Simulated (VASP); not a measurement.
Set up this calculation in VASP 6.6.1, as the native input.

```
Task                   : single point
Functional             : PBE
Potentials or basis    : VASP PAW PBE potentials, release 64 (Re)
Cutoff                 : 520 eV
k mesh                 : 17 × 17 × 17
Occupations            : fermi-dirac, width 0.05 eV
Spin                   : no spin polarisation
Dipole correction      : no
Further INCAR settings : ALGO = Normal; EDIFF = 1e-07; NBANDS = 10
```

The structure of Re lies in POSCAR:

```
Re
1.0
    0.0000000000      1.8899037982      1.8899037982
    1.8899037982      0.0000000000      1.8899037982
    1.8899037982      1.8899037982      0.0000000000
Re
1
Direct
    0.0000000000      0.0000000000      0.0000000000
```

This cell differs from its parent crystal: volume scaled by 0.9.

These files were run (other wordings do the same):

INCAR

```
  PREC = Accurate
  ENCUT = 520
  EDIFF = 1E-7
  ISMEAR = -1
  SIGMA = 0.05
  LREAL = False
  LASPH = True
  NELM = 60
  ALGO = Normal
  ISIF = 2
  LWAVE = False
  LCHARG = True
  GGA = PE
  LELF = True
  LVHAR = True
  NBANDS = 10
```

KPOINTS

```
regular mesh
0
Gamma
  17 17 17
```

Potentials or basis: VASP PAW PBE potentials, release 64 (Re).

Run with:

```sh
$ cat potpaw_PBE.64/Re/POTCAR > POTCAR
$ mpirun -np 1 vasp_std > vasp.out
```

Results of the run:

```json
{
  "Pressure": "48.5 GPa"
}
```

Run time: 8.5 s on 1 thread of Intel(R) Xeon(R) 6975P-C (Granite Rapids) (shared host), peak memory 0.14 GiB.
